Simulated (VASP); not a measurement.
# RbCl (Immm) in VASP: further runs

The runs below take RbCl through single point, with PBE.

Program: VASP 6.6.1. These are calculated values, not measurements. Logs are shortened: lines on timing, memory, paths and dates and some standing lists are left out, and cuts for length are marked.

## Step 1: The cell of the first run

The structure is orthorhombic, space group Immm (No. 71). Conventional cell: a = 4.607 Å, b = 4.653 Å, c = 6.548 Å, α = 90.00°, β = 90.00°, γ = 90.00°. Rb (site symmetry mmm) has 6 Cl at 3.27 Å within 4.3 Å. Cl (site symmetry mmm) has 6 Rb at 3.27 Å within 4.3 Å.

## Step 2: Single point, PBE (strain -0.0100 x Voigt [0, 0, 0, 0, 0, 1])

INCAR

```
ALGO = Normal
EDIFF = 1E-6
ENCUT = 500
GGA = PE
GGA_COMPAT = False
ISIF = 2
ISMEAR = 0
LASPH = True
LCHARG = False
LREAL = False
LWAVE = False
NBANDS = 15
NELM = 120
PREC = Accurate
SIGMA = 0.05
```

KPOINTS

```
k-points
0
Gamma
  6 6 6
```

POSCAR

```
RbCl
1.0
   -0.0163700000      3.2740000000      3.2740000000
    3.2740000000     -0.0163700000      3.2740000000
    3.2576300000      3.2576300000      0.0000000000
Rb Cl
1 1
Direct
    0.0000000000      0.0000000000      0.0000000000
    0.5000000000      0.5000000000      0.5000000000
```

Potentials or basis: VASP PAW PBE potentials, release 64 (Rb_sv, Cl).

On the command line:

```
cat potpaw_PBE.64/Rb_sv/POTCAR potpaw_PBE.64/Cl/POTCAR > POTCAR
mpirun -np 1 vasp_std > vasp.out
```

OUTCAR:

```text
EDIFF = 1E-6
   ENCUT = 500
   GGA = PE
   ISIF = 2
   ISMEAR = 0
   LASPH = True
   LREAL = False
   NELM = 120
   PREC = Accurate

 ion  position               nearest neighbor table
   1  0.000  0.000  0.000-   2 3.27   2 3.27   2 3.27   2 3.27   2 3.27   2 3.27
   2  0.500  0.500  0.500-   1 3.27   1 3.27   1 3.27   1 3.27   1 3.27   1 3.27

  LATTYP: Found a body centered orthorhombic cell.
 ALAT       =     4.6069845272
 B/A-ratio  =     1.0100502513
 C/A-ratio  =     1.4213201632

  Lattice vectors:

 A1 = (   0.0163700000,  -3.2740000000,  -3.2740000000)
 A2 = (  -0.0163700000,   3.2740000000,  -3.2740000000)
 A3 = (   3.2740000000,  -0.0163700000,   3.2740000000)

Analysis of symmetry for initial positions (statically):
=====================================================================
 Subroutine PRICEL returns:
 Original cell was already a primitive cell.

 Routine SETGRP: Setting up the symmetry group for a
 body centered orthorhombic supercell.

 Subroutine GETGRP returns: Found  8 space group operations
 (whereof  8 operations were pure point group operations)
 out of a pool of  8 trial point group operations.

The static configuration has the point symmetry D_2h.

Analysis of symmetry for dynamics (positions and initial velocities):
=====================================================================
 Subroutine PRICEL returns:
 Original cell was already a primitive cell.

 Routine SETGRP: Setting up the symmetry group for a
 body centered orthorhombic supercell.

 Subroutine GETGRP returns: Found  8 space group operations
 (whereof  8 operations were pure point group operations)
 out of a pool of  8 trial point group operations.

The dynamic configuration has the point symmetry D_2h.

 Subroutine INISYM returns: Found  8 space group operations
 (whereof  8 operations are pure point group operations),
 and found     1 'primitive' translations

----------------------------------------------------------------------------------------

                                     Primitive cell

  volume of cell :      70.1868

  direct lattice vectors                    reciprocal lattice vectors
    -0.016370000  3.274000000  3.274000000    -0.151958594  0.151958594  0.152718387
     3.274000000 -0.016370000  3.274000000     0.151958594 -0.151958594  0.152718387
     3.257630000  3.257630000  0.000000000     0.153485816  0.153485816 -0.152718387

  length of vectors
     4.630164141  4.630164141  4.606984527     0.263639403  0.263639403  0.265402897

  position of ions in fractional coordinates (direct lattice)
     0.000000000  0.000000000  0.000000000
[... 79 lines left out ...]
   LREAL  =      F    real-space projection
[... 7 lines left out ...]
   TEBEG  =    0.0;   TEEND  =   0.0 temperature during run
   PSTRESS=    0.0 pullay stress
   NELECT =      16.0000    total number of electrons
   NUPDOWN=      -1.0000    fix difference up-down
   EMIN   =  10.00;   EMAX   =-10.00  energy-range for DOS
   EFERMI =   0.00;   METHOD = LEGACY
   ISMEAR =     0;   SIGMA  =   0.05  broadening in eV -4-tet -1-fermi 0-gaus
   EFERMI_NEDOS =   21; number of points for ismear=-14 and -15
   IALGO  =     38    algorithm
   IMIX   =      4    mixing-type and parameters
     AMIX     =   0.40;   BMIX     =  1.00
     AMIX_MAG =   1.60;   BMIX_MAG =  1.00
  volume/ion in A,a.u.               =      35.09       236.82
  Fermi-wavevector in a.u.,A,eV,Ry     =   1.000069  1.889856 13.607691  1.000137
  Thomas-Fermi vector in A             =   2.132401
   LORBIT       =      0    0 simple, 1 ext, 2 COOP (PROOUT), +10 PAW based schemes
   GGA     = PE    functional components
   LHFCALC =     F    Hartree Fock is set to
   AEXX    =    0.0000 exact exchange contribution
   IVDW    =     0    specifies the selected vdW correction
   LEPSILON=     F    determine dielectric tensor
   LRPA    =     F    only Hartree local field effects (RPA)
 non-spin polarized calculation
 Gauss-broadening in eV      SIGMA  =   0.05
  energy-cutoff  :      500.00
  volume of cell :       70.19
 maximum number of plane-waves:      1807
 NGX is ok and might be reduce to    36
   NGX = 17   NGY = 17   NGZ = 17

 number of electron      16.0000001 magnetization

 Free energy of the ion-electron system (eV)
  ---------------------------------------------------
  ext. energy  EPLUGINS =         0.00000000
  ---------------------------------------------------
  free energy    TOTEN  =        -6.65800937 eV

  energy without entropy =       -6.65800937  energy(sigma->0) =       -6.65800937

 E-fermi :  -1.5044     XC(G=0):  -7.4136

 val. band max:       -1.8136874010   @ k =   0.0000   0.0000   0.0000
 cond. band min:       3.2264047879   @ k =   0.0000   0.0000   0.0000
 fundamental gap:      5.0400921890
 Fermi energy:        -1.5044439043

 k-point     1 :       0.0000    0.0000    0.0000
  band No.  band energies     occupation
      1     -25.7071      2.00000
      2     -13.8322      2.00000
      3      -9.7565      2.00000
      4      -9.7558      2.00000
      5      -9.7551      2.00000
      6      -1.8263      2.00000
      7      -1.8202      2.00000
      8      -1.8137      2.00000
      9       3.2264      0.00000
     10       6.1422      0.00000
     11       6.1835      0.00000
     12       6.2252      0.00000
     13       7.1769      0.00000
     14       7.1774      0.00000
[... 401 lines left out ...]
      2     -13.8125      2.00000
      3      -9.9607      2.00000
      4      -9.8412      2.00000
      5      -9.8328      2.00000
      6      -2.2217      2.00000
      7      -2.0464      2.00000
      8      -1.9927      2.00000
      9       4.8179      0.00000
     10       6.2964      0.00000
     11       7.8789      0.00000
     12       8.5351      0.00000
     13       8.6289      0.00000
     14       9.4823      0.00000
     15      10.0723      0.00000

 [... further k-points ...]
[... 5 lines left out ...]
  --------------------------------------------------------------------------------------
  -------------------------------------------------------------------------------------
  Total        0.5039541      0.5039541      0.5037384      0.0203369      0.0000000      0.0000000
  in kB       11.5039353     11.5039353     11.4990106      0.4642384      0.0000000      0.0000000
  external PRESSURE =      11.5022937 kB  Pullay stress =       0.0000000 kB

 VOLUME and BASIS-vectors are now :
 -----------------------------------------------------------------------------
  energy-cutoff  :      500.00
  volume of cell :       70.19
      direct lattice vectors                 reciprocal lattice vectors
    -0.016370000  3.274000000  3.274000000    -0.151958594  0.151958594  0.152718387
     3.274000000 -0.016370000  3.274000000     0.151958594 -0.151958594  0.152718387
     3.257630000  3.257630000  0.000000000     0.153485816  0.153485816 -0.152718387

 POSITION                                       TOTAL-FORCE (eV/Angst)
 -----------------------------------------------------------------------------------
      0.00000      0.00000      0.00000         0.000000      0.000000      0.000000
      3.25763      3.25763      3.27400        -0.000000     -0.000000     -0.000000
 -----------------------------------------------------------------------------------
    total drift:                                0.000000      0.000000      0.000000

  FREE ENERGIE OF THE ION-ELECTRON SYSTEM (eV)
  ---------------------------------------------------
  free  energy   TOTEN  =        -6.6580093736 eV

  energy  without entropy=       -6.6580093736  energy(sigma->0) =       -6.65800937
```

Wall time 19 s (1 thread of Intel Xeon 6975P-C (Granite Rapids), shared host); peak memory 0.21 GiB.

Results:

```yaml
Free_energy: -6.6580 eV
Pressure: 1.2 GPa
Band_gap_on_the_k_mesh: 5.04 eV, direct
```

Caveat: the cell differs from its parent crystal (strain -0.0100 x Voigt [0, 0, 0, 0, 0, 1]).

## Step 3: Single point, PBE (strain +0.0050 x Voigt [0, 0, 0, 0, 0, 1])

INCAR

```
SYSTEM = RbCl
  PREC = Accurate
  ENCUT = 500
  EDIFF = 1E-6
  ISMEAR = 0
  SIGMA = 0.05
  LREAL = .False.
  LASPH = .True.
  NELM = 120
  ALGO = Normal
  ISIF = 2
  LWAVE = .False.
  LCHARG = .False.
  GGA = PE
  NBANDS = 15
  GGA_COMPAT = .False.
```

KPOINTS

```
Automatic mesh
0
Gamma
  6 6 6
  0 0 0
```

POSCAR

```
RbCl
1.0
    0.0081850000      3.2740000000      3.2740000000
    3.2740000000      0.0081850000      3.2740000000
    3.2821850000      3.2821850000      0.0000000000
Rb Cl
1 1
Direct
    0.0000000000      0.0000000000      0.0000000000
    0.5000000000      0.5000000000      0.5000000000
```

Potentials or basis: VASP PAW PBE potentials, release 64 (Rb_sv, Cl).

On the command line:

```
cat potpaw_PBE.64/Rb_sv/POTCAR potpaw_PBE.64/Cl/POTCAR > POTCAR
mpirun -np 1 vasp_std > vasp.out
```

It took 17 s on 1 thread of Intel Xeon 6975P-C (Granite Rapids), shared host; peak memory 0.21 GiB.

The run converged. Its results:

```yaml
Free_energy: -6.6581 eV
Pressure: 1.2 GPa
Band_gap_on_the_k_mesh: 5.04 eV, direct
```

Levels at points of the mesh, in eV from the valence-band top:
```
           k point  band 6  band 7  band 8  band 9  band 10  band 11
(0.00, 0.00, 0.00)   -0.01    0.00    0.00    5.04     7.98     8.00
(0.50, 0.00, 0.00)   -0.89   -0.36   -0.36    7.80     8.04    10.19
(0.50, 0.50, 0.00)   -0.32   -0.11   -0.10    6.19     8.13     9.80
(0.00, 0.00, 0.50)   -0.89   -0.36   -0.35    7.80     8.02    10.18
(0.50, 0.00, 0.50)   -0.32   -0.10   -0.10    6.19     8.13     9.80
```

Caveat: the cell differs from its parent crystal (strain +0.0050 x Voigt [0, 0, 0, 0, 0, 1]).

## Step 4: Single point, PBE (strain +0.0175 x Voigt [0, 0, 0, 0, 0, 1])

INCAR

```
SYSTEM = RbCl
PREC = Accurate
ENCUT = 500
EDIFF = 1E-6
ISMEAR = 0
SIGMA = 0.05
LREAL = .False.
LASPH = .True.
NELM = 120
ALGO = Normal
ISIF = 2
LWAVE = .False.
LCHARG = .False.
GGA = PE
NBANDS = 15
GGA_COMPAT = .False.
```

KPOINTS

```
regular mesh
0
Gamma
  6 6 6
  0 0 0
```

POSCAR

```
RbCl
1.0
    0.0286475000      3.2740000000      3.2740000000
    3.2740000000      0.0286475000      3.2740000000
    3.3026475000      3.3026475000      0.0000000000
Rb Cl
1 1
Direct
    0.0000000000      0.0000000000      0.0000000000
    0.5000000000      0.5000000000      0.5000000000
```

On the command line:

```
cat potpaw_PBE.64/Rb_sv/POTCAR potpaw_PBE.64/Cl/POTCAR > POTCAR
mpirun -np 1 vasp_std > vasp.out
```

Run time: 18 s. Hardware: 1 thread of Intel Xeon 6975P-C (Granite Rapids), shared host; peak memory 0.21 GiB.

It converged, with:

```yaml
Free_energy: -6.6578 eV
Pressure: 1.1 GPa
Band_gap_on_the_k_mesh: 5.03 eV, direct
```

Stress tensor (GPa, compression positive):
```
 1.15 -0.08  0.00
-0.08  1.15  0.00
 0.00  0.00  1.15
```

Levels at points of the mesh, in eV from the valence-band top:
```tsv
k point	band 6	band 7	band 8	band 9	band 10	band 11
(0.00, 0.00, 0.00)	-0.02	-0.01	0.00	5.03	7.92	7.99
(0.50, 0.00, 0.00)	-0.89	-0.39	-0.36	7.80	8.04	10.16
(0.50, 0.50, 0.00)	-0.33	-0.13	-0.10	6.19	8.13	9.79
(0.00, 0.00, 0.50)	-0.90	-0.36	-0.34	7.79	7.99	10.12
(0.50, 0.00, 0.50)	-0.33	-0.11	-0.11	6.19	8.12	9.79
```

Caveat: the cell differs from its parent crystal (strain +0.0175 x Voigt [0, 0, 0, 0, 0, 1]).

## Step 5: Single point, PBE (strain +0.0125 x Voigt [0, 0, 0, 0, 0, 1])

INCAR

```
PREC = Accurate
ENCUT = 500
EDIFF = 1E-6
ISMEAR = 0
SIGMA = 0.05
LREAL = False
LASPH = True
NELM = 120
ALGO = Normal
ISIF = 2
LWAVE = False
LCHARG = True
GGA = PE
LELF = True
LVHAR = True
NBANDS = 15
GGA_COMPAT = False
```

KPOINTS

```
Automatic mesh
0
Gamma
  6 6 6
```

POSCAR

```
RbCl
1.0
    0.0204625000      3.2740000000      3.2740000000
    3.2740000000      0.0204625000      3.2740000000
    3.2944625000      3.2944625000      0.0000000000
Rb Cl
1 1
Direct
    0.0000000000      0.0000000000      0.0000000000
    0.5000000000      0.5000000000      0.5000000000
```

On the command line:

```
cat potpaw_PBE.64/Rb_sv/POTCAR potpaw_PBE.64/Cl/POTCAR > POTCAR
mpirun -np 1 vasp_std > vasp.out
```

It took 19 s on 1 thread of Intel Xeon 6975P-C (Granite Rapids), shared host; peak memory 0.22 GiB.

The run converged. Its results:

```yaml
Free_energy: -6.6579 eV
Pressure: 1.2 GPa
Band_gap_on_the_k_mesh: 5.04 eV, direct
```

Stress tensor (GPa, compression positive):
```
 1.15 -0.06  0.00
-0.06  1.15  0.00
 0.00  0.00  1.15
```

Levels at points of the mesh, in eV from the valence-band top:
```
           k point  band 5  band 6  band 7  band 8  band 9  band 10  band 11  band 12
(0.00, 0.00, 0.00)   -7.94   -0.02   -0.01    0.00    5.04     7.94     8.00     8.05
(0.50, 0.00, 0.00)   -7.92   -0.89   -0.38   -0.36    7.80     8.04    10.17    10.25
(0.50, 0.50, 0.00)   -8.05   -0.33   -0.12   -0.10    6.19     8.13     9.79    10.10
(0.00, 0.00, 0.50)   -7.91   -0.89   -0.36   -0.34    7.79     8.00    10.15    10.22
(0.50, 0.00, 0.50)   -8.05   -0.33   -0.11   -0.11    6.19     8.13     9.79    10.10
```

Caveat: the cell differs from its parent crystal (strain +0.0125 x Voigt [0, 0, 0, 0, 0, 1]).

## Step 6: Single point, PBE (strain +0.0075 x Voigt [0, 0, 0, 0, 0, 1])

Changes to INCAR since step 5:

```diff
@@ -11,6 +11,4 @@
 LWAVE = False
-LCHARG = True
+LCHARG = False
 GGA = PE
-LELF = True
-LVHAR = True
 NBANDS = 15
```

KPOINTS

```
regular mesh
0
Gamma
  6 6 6
```

POSCAR

```
RbCl
1.0
    0.0122775000      3.2740000000      3.2740000000
    3.2740000000      0.0122775000      3.2740000000
    3.2862775000      3.2862775000      0.0000000000
Rb Cl
1 1
Direct
    0.0000000000      0.0000000000      0.0000000000
    0.5000000000      0.5000000000      0.5000000000
```

Potentials or basis: VASP PAW PBE potentials, release 64 (Rb_sv, Cl).

On the command line:

```
cat potpaw_PBE.64/Rb_sv/POTCAR potpaw_PBE.64/Cl/POTCAR > POTCAR
mpirun -np 1 vasp_std > vasp.out
```

It took 19 s on 1 thread of Intel Xeon 6975P-C (Granite Rapids), shared host; peak memory 0.22 GiB.

The run converged. Its results:

```yaml
Free_energy: -6.6581 eV
Pressure: 1.2 GPa
Band_gap_on_the_k_mesh: 5.04 eV, direct
```

Levels at points of the mesh, in eV from the valence-band top:
```
           k point  band 5  band 6  band 7  band 8  band 9  band 10  band 11  band 12
(0.00, 0.00, 0.00)   -7.94   -0.01    0.00    0.00    5.04     7.97     8.00     8.03
(0.50, 0.00, 0.00)   -7.91   -0.89   -0.37   -0.36    7.80     8.04    10.19    10.23
(0.50, 0.50, 0.00)   -8.05   -0.32   -0.11   -0.10    6.19     8.13     9.79    10.10
(0.00, 0.00, 0.50)   -7.91   -0.89   -0.36   -0.35    7.80     8.01    10.17    10.22
(0.50, 0.00, 0.50)   -8.05   -0.32   -0.11   -0.11    6.19     8.13     9.79    10.10
```

Caveat: the cell differs from its parent crystal (strain +0.0075 x Voigt [0, 0, 0, 0, 0, 1]).

## Step 7: Single point, PBE (strain +0.0025 x Voigt [0, 0, 0, 0, 0, 1])

INCAR

```
SYSTEM = RbCl
  PREC = Accurate
  ENCUT = 500
  EDIFF = 1E-6
  ISMEAR = 0
  SIGMA = 0.05
  LREAL = .FALSE.
  LASPH = .TRUE.
  NELM = 120
  ALGO = Normal
  ISIF = 2
  LWAVE = .FALSE.
  LCHARG = .TRUE.
  GGA = PE
  LELF = .TRUE.
  LVHAR = .TRUE.
  NBANDS = 15
  GGA_COMPAT = .FALSE.
```

KPOINTS

```
Automatic mesh
0
G
  6 6 6
  0 0 0
```

POSCAR

```
RbCl
1.0
    0.0040925000      3.2740000000      3.2740000000
    3.2740000000      0.0040925000      3.2740000000
    3.2780925000      3.2780925000      0.0000000000
Rb Cl
1 1
Direct
    0.0000000000      0.0000000000      0.0000000000
    0.5000000000      0.5000000000      0.5000000000
```

On the command line:

```
cat potpaw_PBE.64/Rb_sv/POTCAR potpaw_PBE.64/Cl/POTCAR > POTCAR
mpirun -np 1 vasp_std > vasp.out
```

Wall time 19 s (1 thread of Intel Xeon 6975P-C (Granite Rapids), shared host); peak memory 0.22 GiB.

The run converged. Its results:

* Free energy: -6.6581 eV
* Pressure: 1.2 GPa
* Band gap on the k mesh: 5.05 eV, direct

Levels at points of the mesh, in eV from the valence-band top:
```
           k point  band 4  band 5  band 6  band 7  band 8  band 9  band 10  band 11  band 12  band 13
(0.00, 0.00, 0.00)   -7.94   -7.94    0.00    0.00    0.00    5.05     7.99     8.00     8.01     9.00
(0.50, 0.00, 0.00)   -7.95   -7.91   -0.89   -0.36   -0.35    7.80     8.03    10.20    10.22    11.41
(0.50, 0.50, 0.00)   -8.04   -8.04   -0.32   -0.10   -0.10    6.20     8.14     9.80    10.11    10.46
(0.00, 0.00, 0.50)   -7.95   -7.91   -0.89   -0.35   -0.35    7.80     8.03    10.20    10.21    11.42
(0.50, 0.00, 0.50)   -8.04   -8.04   -0.32   -0.10   -0.10    6.20     8.14     9.80    10.11    10.46
```

Caveat: the cell differs from its parent crystal (strain +0.0025 x Voigt [0, 0, 0, 0, 0, 1]).

## Step 8: Overview

```tsv
cell	gap on the mesh (eV)	pressure (GPa)
a = 4.630, b = 4.630, c = 4.607 Å, angles 60.2, 60.2, 60.3°, 2 atoms	5.04	1.2
a = 4.630, b = 4.630, c = 4.642 Å, angles 59.9, 59.9, 59.8°, 2 atoms	5.04	1.2
a = 4.630, b = 4.630, c = 4.671 Å, angles 59.7, 59.7, 59.4°, 2 atoms	5.03	1.1
a = 4.630, b = 4.630, c = 4.659 Å, angles 59.8, 59.8, 59.6°, 2 atoms	5.04	1.2
a = 4.630, b = 4.630, c = 4.647 Å, angles 59.9, 59.9, 59.8°, 2 atoms	5.04	1.2
a = 4.630, b = 4.630, c = 4.636 Å, angles 60.0°, 2 atoms	5.05	1.2
```

Alike in all rows: task single point; level PBE; potentials or basis VASP PAW PBE potentials, release 64 (Rb_sv, Cl); no spin polarisation; k mesh 6 × 6 × 6; cutoff (eV) 500; smearing gaussian 0.05 eV.

Total energies depend on the potentials used, so only differences within one code and one set of settings carry meaning.
